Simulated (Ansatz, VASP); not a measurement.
**Two plane-wave programs on MgO**

```
CELL_PARAMETERS angstrom
0.00000 2.12692 2.12692
2.12692 0.00000 2.12692
2.12692 2.12692 0.00000
ATOMIC_POSITIONS crystal
Mg 0.00000 0.00000 0.00000
O 0.50000 0.50000 0.50000
```

Alike in both runs: functional PBE; k mesh 10 × 10 × 10; occupations gaussian, width 0.02 eV; no spin polarisation.

Ansatz relaxed the structure, and its values are those at the end. VASP's run is a single point on that final structure, the one shown.

|  | VASP | Ansatz |
| --- | --- | --- |
| version | VASP 6.6.1 | Ansatz 0.2.0 |
| potentials or method | VASP PAW PBE potentials, release 64 (Mg, O), cutoff 520 eV | scalar-relativistic, plane waves, PAW |
| valence electrons in the cell | 8 | 16 |

Ansatz gave:

```
gap on the k mesh at the Fermi level (eV) : 4.46
least direct gap on the mesh (eV)         : 4.46
pressure (GPa)                            : 0.0
```

**Question.** Estimate VASP's values.

**Answer.** gap on the k mesh at the Fermi level (eV): 4.44; least direct gap on the mesh (eV): 4.44; pressure (GPa): -0.8.

VASP's potentials hold 8 valence electrons a cell and Ansatz's 16, so a difference there can come from the potentials and not from the codes.
